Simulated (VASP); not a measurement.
# TiAl (P4/mmm) in VASP: single point with PBE

Aim: the single point of TiAl with PBE.

All numbers are computed with VASP 6.6.1; they aren't measurements. Logs are shortened: lines on timing, memory, paths and dates and some standing lists are left out, and cuts for length are marked.

**1. The cell of the first run**

The structure is tetragonal, space group P4/mmm (No. 123). Conventional cell: a = 2.811 Å, b = 2.811 Å, c = 4.066 Å, α = 90.00°, β = 90.00°, γ = 90.00°. Within 3.7 Å of Ti (site symmetry 4/mmm) lie 4 Ti at 2.81 Å and 8 Al at 2.84 Å. Al (site symmetry 4/mmm) has 4 Al at 2.81 Å and 8 Ti at 2.84 Å within 3.7 Å.

**2. Single point, PBE**

Contents of INCAR:

```
PREC = Accurate
ENCUT = 500
EDIFF = 1E-6
ISMEAR = 0
SIGMA = 0.1
LREAL = False
LASPH = True
NELM = 120
ALGO = Normal
ISIF = 2
LWAVE = False
LCHARG = False
GGA = PE
NBANDS = 14
GGA_COMPAT = False
```

Contents of KPOINTS:

```
Automatic mesh
0
Gamma
  6 6 4
```

Contents of POSCAR:

```
TiAl
1.0
    2.8107518100      0.0000000000      0.0000000000
    0.0000000000      2.8107518100      0.0000000000
    0.0000000000      0.0000000000      4.0664219200
Ti Al
1 1
Direct
    0.5000000000      0.5000000000      0.5000000000
    0.0000000000      0.0000000000      0.0000000000
```

Potentials or basis: VASP PAW PBE potentials, release 64 (Ti_sv, Al).

Command:

```console
cat potpaw_PBE.64/Ti_sv/POTCAR potpaw_PBE.64/Al/POTCAR > POTCAR
mpirun -np 1 vasp_std > vasp.out
```

OUTCAR:

```text
PREC = Accurate
   ENCUT = 500
   EDIFF = 1E-6
   ISMEAR = 0
   LREAL = False
   LASPH = True
   NELM = 120
   ISIF = 2
   GGA = PE

 ion  position               nearest neighbor table
   1  0.500  0.500  0.500-   2 2.84   2 2.84   2 2.84   2 2.84   2 2.84   2 2.84   2 2.84   2 2.84

   2  0.000  0.000  0.000-   1 2.84   1 2.84   1 2.84   1 2.84   1 2.84   1 2.84   1 2.84   1 2.84

  LATTYP: Found a simple tetragonal cell.
 ALAT       =     2.8107518100
 C/A-ratio  =     1.4467381665

  Lattice vectors:

 A1 = (   2.8107518100,   0.0000000000,   0.0000000000)
 A2 = (   0.0000000000,   2.8107518100,   0.0000000000)
 A3 = (   0.0000000000,   0.0000000000,   4.0664219200)

Analysis of symmetry for initial positions (statically):
=====================================================================
 Subroutine PRICEL returns:
 Original cell was already a primitive cell.

 Routine SETGRP: Setting up the symmetry group for a
 simple tetragonal supercell.

 Subroutine GETGRP returns: Found 16 space group operations
 (whereof 16 operations were pure point group operations)
 out of a pool of 16 trial point group operations.

The static configuration has the point symmetry D_4h.

Analysis of symmetry for dynamics (positions and initial velocities):
=====================================================================
 Subroutine PRICEL returns:
 Original cell was already a primitive cell.

 Routine SETGRP: Setting up the symmetry group for a
 simple tetragonal supercell.

 Subroutine GETGRP returns: Found 16 space group operations
 (whereof 16 operations were pure point group operations)
 out of a pool of 16 trial point group operations.

The dynamic configuration has the point symmetry D_4h.

 Subroutine INISYM returns: Found 16 space group operations
 (whereof 16 operations are pure point group operations),
 and found     1 'primitive' translations

----------------------------------------------------------------------------------------

                                     Primitive cell

  volume of cell :      32.1261

  direct lattice vectors                    reciprocal lattice vectors
     2.810751810  0.000000000  0.000000000     0.355776699  0.000000000  0.000000000
     0.000000000  2.810751810  0.000000000     0.000000000  0.355776699  0.000000000
     0.000000000  0.000000000  4.066421920     0.000000000  0.000000000  0.245916439

  length of vectors
     2.810751810  2.810751810  4.066421920     0.355776699  0.355776699  0.245916439

  position of ions in fractional coordinates (direct lattice)
     0.500000000  0.500000000  0.500000000
     0.000000000  0.000000000  0.000000000

  ion indices of the primitive-cell ions
   primitive index   ion index
                 1           1
                 2           2

----------------------------------------------------------------------------------------

 KPOINTS: Automatic mesh

Automatic generation of k-mesh.
 Grid dimensions read from file:
 generate k-points for:    6    6    4

 Generating k-lattice:

  Cartesian coordinates                     Fractional coordinates (reciprocal lattice)
     0.059296116  0.000000000  0.000000000     0.166666667  0.000000000  0.000000000
     0.000000000  0.059296116  0.000000000     0.000000000  0.166666667  0.000000000
     0.000000000  0.000000000  0.061479110     0.000000000  0.000000000  0.250000000

  Length of vectors
     0.059296116  0.059296116  0.061479110

  Shift w.r.t. Gamma in fractional coordinates (k-lattice)
     0.000000000  0.000000000  0.000000000

 Subroutine IBZKPT returns following result:
 ===========================================

 Found     30 irreducible k-points:

 Following reciprocal coordinates:
            Coordinates               Weight
  0.000000  0.000000  0.000000      1.000000
  0.166667  0.000000  0.000000      4.000000
  0.333333  0.000000  0.000000      4.000000
  0.500000  0.000000  0.000000      2.000000
  0.166667  0.166667  0.000000      4.000000
  0.333333  0.166667  0.000000      8.000000
[... 16 lines left out ...]
  0.333333  0.000000  0.500000      4.000000
  0.500000  0.000000  0.500000      2.000000
 [... further k-points ...]
   k-points           NKPTS =     30   k-points in BZ     NKDIM =     30   number of bands    NBANDS=     14
   number of dos      NEDOS =    301   number of ions     NIONS =      2
   total plane-waves  NPLWV =  12000
   dimension x,y,z NGX =    20 NGY =   20 NGZ =   30
   dimension x,y,z NGXF=    40 NGYF=   40 NGZF=   60
   ions per type =               1   1
   NGX,Y,Z   is equivalent  to a cutoff of  11.83, 11.83, 12.26 a.u.
   NGXF,Y,Z  is equivalent  to a cutoff of  23.66, 23.66, 24.53 a.u.
 SYSTEM =  unknown system
   PREC   = accura    normal or accurate (medium, high low for compatibility)
   ISTART =      0    job   : 0-new  1-cont  2-samecut
   ICHARG =      2    charge: 1-file 2-atom 10-const
   ISPIN  =      1    spin polarized calculation?
   LNONCOLLINEAR =      F non collinear calculations
   LSORBIT =      F    spin-orbit coupling
   LASPH  =      T    aspherical Exc in radial PAW
   ENCUT  =  500.0 eV  36.75 Ry    6.06 a.u.   5.12  5.12  7.41*2*pi/ulx,y,z
   NELM   =    120;   NELMIN=  2; NELMDL= -5     # of ELM steps
   EDIFF  = 0.1E-05   stopping-criterion for ELM
   LREAL  =      F    real-space projection
   EDIFFG = 0.1E-04   stopping-criterion for IOM
   NSW    =      0    number of steps for IOM
   IBRION =     -1    ionic relax: 0-MD 1-quasi-New 2-CG
   NFREE  =      0    steps in history (QN), initial steepest desc. (CG)
   ISIF   =      2    stress and relaxation
   ISYM   =      2    0-nonsym 1-usesym 2-fastsym
   POTIM  = 0.5000    time-step for ionic-motion
   TEBEG  =    0.0;   TEEND  =   0.0 temperature during run
   PSTRESS=    0.0 pullay stress
   NELECT =      15.0000    total number of electrons
   NUPDOWN=      -1.0000    fix difference up-down
   EMIN   =  10.00;   EMAX   =-10.00  energy-range for DOS
   EFERMI =   0.00;   METHOD = LEGACY
   ISMEAR =     0;   SIGMA  =   0.10  broadening in eV -4-tet -1-fermi 0-gaus
   EFERMI_NEDOS =   21; number of points for ismear=-14 and -15
   IALGO  =     38    algorithm
   IMIX   =      4    mixing-type and parameters
     AMIX     =   0.40;   BMIX     =  1.00
     AMIX_MAG =   1.60;   BMIX_MAG =  1.00
  volume/ion in A,a.u.               =      16.06       108.40
  Fermi-wavevector in a.u.,A,eV,Ry     =   1.270046  2.400039 21.946425  1.613017
  Thomas-Fermi vector in A             =   2.403054
   LORBIT       =      0    0 simple, 1 ext, 2 COOP (PROOUT), +10 PAW based schemes
   GGA     = PE    functional components
   LHFCALC =     F    Hartree Fock is set to
   AEXX    =    0.0000 exact exchange contribution
   IVDW    =     0    specifies the selected vdW correction
   LEPSILON=     F    determine dielectric tensor
   LRPA    =     F    only Hartree local field effects (RPA)
 non-spin polarized calculation
 Gauss-broadening in eV      SIGMA  =   0.10
  energy-cutoff  :      500.00
  volume of cell :       32.13
 maximum number of plane-waves:       832
   NGX = 11   NGY = 11   NGZ = 15

 number of electron      14.9999995 magnetization

 Free energy of the ion-electron system (eV)
  ---------------------------------------------------
  ext. energy  EPLUGINS =         0.00000000
  ---------------------------------------------------
  free energy    TOTEN  =       -12.39592264 eV

  energy without entropy =      -12.38935806  energy(sigma->0) =      -12.39264035

 E-fermi :   8.4431     XC(G=0): -11.0809

 val. band max:        8.3965650616   @ k =   0.1667   0.0000   0.2500
 cond. band min:       8.5027701701   @ k =   0.1667   0.1667   0.2500
 fundamental gap:      0.1062051086
 Fermi energy:         8.4430972529

 k-point     1 :       0.0000    0.0000    0.0000
  band No.  band energies     occupation
      1     -48.2568      2.00000
      2     -24.6574      2.00000
      3     -24.1946      2.00000
      4     -24.1946      2.00000
      5      -0.6497      2.00000
      6       6.4944      2.00000
      7       7.5230      2.00000
      8       8.0338      2.00000
      9      10.5545      0.00000
     10      10.5545      0.00000
     11      11.7140      0.00000
     12      14.5859      0.00000
     13      16.9254      0.00000
     14      16.9254      0.00000

 k-point     2 :       0.1667    0.0000    0.0000
  band No.  band energies     occupation
      1     -48.2416      2.00000
      2     -24.6424      2.00000
      3     -24.3207      2.00000
      4     -24.1838      2.00000
      5      -0.1023      2.00000
      6       6.9052      2.00000
      7       7.6147      2.00000
      8       7.6719      2.00000
      9      10.6410      0.00000
     10      11.1138      0.00000
     11      11.2421      0.00000
     12      13.3481      0.00000
     13      14.6017      0.00000
     14      17.5903      0.00000

 k-point     3 :       0.3333    0.0000    0.0000
  band No.  band energies     occupation
      1     -48.2111      2.00000
      2     -24.6124      2.00000
      3     -24.5673      2.00000
      4     -24.1619      2.00000
      5       1.4686      2.00000
      6       6.5931      2.00000
      7       6.9516      2.00000
      8       7.7426      2.00000
      9      10.4697      0.00000
     10      10.8203      0.00000
     11      11.8640      0.00000
     12      12.4073      0.00000
     13      14.3643      0.00000
     14      18.2963      0.00000
[... 324 lines left out ...]
 k-point    23 :       0.3333    0.0000    0.5000
  band No.  band energies     occupation
      1     -48.2107      2.00000
      2     -24.6260      2.00000
      3     -24.5651      2.00000
      4     -24.1614      2.00000
      5       2.3608      2.00000
      6       5.2946      2.00000
      7       7.0470      2.00000
      8       8.2170      1.99861
      9       9.6399      0.00000
     10      10.5192      0.00000
     11      10.5685      0.00000
     12      12.9023      0.00000
     13      15.1034      0.00000
     14      19.5953      0.00000

 k-point    24 :       0.5000    0.0000    0.5000
  band No.  band energies     occupation
      1     -48.1954      2.00000
      2     -24.6853      2.00000
      3     -24.6097      2.00000
      4     -24.1505      2.00000
      5       3.4943      2.00000
      6       5.4856      2.00000
      7       7.1870      2.00000
      8       7.2754      2.00000
      9       9.7471      0.00000
     10      10.1867      0.00000
     11      10.6956      0.00000
     12      12.2108      0.00000
     13      14.1192      0.00000
     14      20.8819      0.00000

 [... further k-points ...]

------------------------ aborting loop because EDIFF is reached ----------------------------------------

  FORCE on cell =-STRESS in cart. coord.  units (eV):
  Direction    XX          YY          ZZ          XY          YZ          ZX
  --------------------------------------------------------------------------------------
  -------------------------------------------------------------------------------------
  Total        0.2876512      0.2876512      0.2129196      0.0000000     -0.0000000      0.0000000
  in kB       14.3456200     14.3456200     10.6186356      0.0000000     -0.0000000      0.0000000
  external PRESSURE =      13.1032919 kB  Pullay stress =       0.0000000 kB

 VOLUME and BASIS-vectors are now :
 -----------------------------------------------------------------------------
  energy-cutoff  :      500.00
  volume of cell :       32.13
      direct lattice vectors                 reciprocal lattice vectors
     2.810751810  0.000000000  0.000000000     0.355776699  0.000000000  0.000000000
     0.000000000  2.810751810  0.000000000     0.000000000  0.355776699  0.000000000
     0.000000000  0.000000000  4.066421920     0.000000000  0.000000000  0.245916439

 POSITION                                       TOTAL-FORCE (eV/Angst)
 -----------------------------------------------------------------------------------
      1.40538      1.40538      2.03321         0.000000      0.000000      0.000000
      0.00000      0.00000      0.00000         0.000000      0.000000      0.000000
 -----------------------------------------------------------------------------------
    total drift:                               -0.000000      0.000000      0.000000

  FREE ENERGIE OF THE ION-ELECTRON SYSTEM (eV)
  ---------------------------------------------------
  free  energy   TOTEN  =       -12.3959226447 eV

  energy  without entropy=      -12.3893580574  energy(sigma->0) =      -12.39264035
```

Run time: 5.1 s. Hardware: 1 thread of Intel Xeon 6975P-C (Granite Rapids), shared host; peak memory 0.13 GiB.

Results:

- Free energy: -12.3959 eV
- Pressure: 1.3 GPa

Levels at points of the mesh, in eV from the Fermi level:
| k point | band 4 | band 5 | band 6 | band 7 | band 8 | band 9 | band 10 | band 11 | band 12 | band 13 |
| --- | --- | --- | --- | --- | --- | --- | --- | --- | --- | --- |
| (0.00, 0.00, 0.00) | -32.64 | -9.09 | -1.95 | -0.92 | -0.41 | 2.11 | 2.11 | 3.27 | 6.14 | 8.48 |
| (0.50, 0.00, 0.00) | -32.59 | -4.56 | -4.56 | -1.78 | -0.33 | 1.69 | 2.47 | 4.30 | 5.08 | 5.31 |
| (0.50, 0.50, 0.00) | -32.98 | -3.24 | -0.45 | -0.45 | -0.43 | -0.28 | -0.28 | 4.18 | 5.01 | 6.01 |
| (0.00, 0.00, 0.50) | -32.64 | -7.61 | -5.33 | -0.76 | 0.55 | 1.77 | 1.77 | 3.28 | 7.97 | 9.34 |
| (0.50, 0.00, 0.50) | -32.59 | -4.95 | -2.96 | -1.26 | -1.17 | 1.30 | 1.74 | 2.25 | 3.77 | 5.68 |
| (0.50, 0.50, 0.50) | -33.00 | -2.59 | -2.30 | -2.30 | 1.83 | 2.07 | 2.72 | 4.18 | 4.20 | 4.20 |

Caveat: the k points lie up to 0.39 Å⁻¹ apart.
